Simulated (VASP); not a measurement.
The system is SiO2.

```
Si O
1.0
     5.03235    0.00000    0.00000
     0.00000    5.03235    0.00000
     0.00000    0.00000    7.02915
Si O
4 8
Direct
  0.29386 0.29386 0.00000
  0.20614 0.79386 0.25000
  0.70614 0.70614 0.50000
  0.79386 0.20614 0.75000
  0.24118 0.09345 0.17423
  0.40655 0.74118 0.42423
  0.75882 0.90655 0.67423
  0.59345 0.25882 0.92423
  0.74118 0.40655 0.57577
  0.90655 0.75882 0.32577
  0.25882 0.59345 0.07577
  0.09345 0.24118 0.82577
```

| Item | Value |
| --- | --- |
| Program | VASP 6.6.1 |
| Task | relaxation of shape and atoms at fixed volume |
| Functional | PBE |
| Potentials or basis | VASP PAW PBE potentials, release 64 (Si, O) |
| Cutoff | 600 eV |
| k mesh | 6 × 6 × 4 |
| Occupations | gaussian, width 0.02 eV |
| Spin | no spin polarisation |

At the start: pressure 4.9 GPa; volume 14.83 Å³/atom.

Task: How do energy, volume and symmetry change on relaxing?

Result: Over 22 steps the energy falls by 6.3 meV/atom; space group P4_12_12 (No. 92, to 0.1 Å) before and after.

The path:
```
step  energy change (eV)  largest force (eV/Å)  pressure (GPa)  volume (Å³)
   1              0.0000                0.2795            4.93       178.01
   2             -0.0264                0.2087            3.97       178.01
   3             -0.0556                0.1737            1.25       178.01
   4             -0.0540                0.5751            0.45       178.01
   5             -0.0618                0.3391            0.85       178.01
   6             -0.0716                0.1440            0.53       178.01
   7             -0.0742                0.0629            0.26       178.01
   8             -0.0746                0.0313            0.24       178.01
   9             -0.0746                0.0263            0.24       178.01
  10             -0.0749                0.0158            0.26       178.01
  11             -0.0750                0.0370            0.28       178.01
  12             -0.0752                0.0201            0.30       178.01
  13             -0.0752                0.0244            0.30       178.01
  14             -0.0754                0.0125            0.31       178.01
  15             -0.0754                0.0168            0.32       178.01
  16             -0.0754                0.0172            0.32       178.01
  17             -0.0754                0.0189            0.32       178.01
  18             -0.0754                0.0184            0.32       178.01
  19             -0.0755                0.0110            0.32       178.01
  20             -0.0755                0.0161            0.32       178.01
  21             -0.0755                0.0107            0.33       178.01
  22             -0.0755                0.0071            0.33       178.01
```

Final structure:
```
Si O
1.0
     5.03813    0.00000    0.00000
     0.00000    5.03813    0.00000
     0.00000    0.00000    7.01301
Si O
4 8
Direct
  0.29949 0.29949 0.00000
  0.20051 0.79949 0.25000
  0.70051 0.70051 0.50000
  0.79949 0.20051 0.75000
  0.23898 0.10427 0.17935
  0.39573 0.73898 0.42935
  0.76102 0.89573 0.67935
  0.60427 0.26102 0.92935
  0.73898 0.39573 0.57065
  0.89573 0.76102 0.32065
  0.26102 0.60427 0.07065
  0.10427 0.23898 0.82065
```
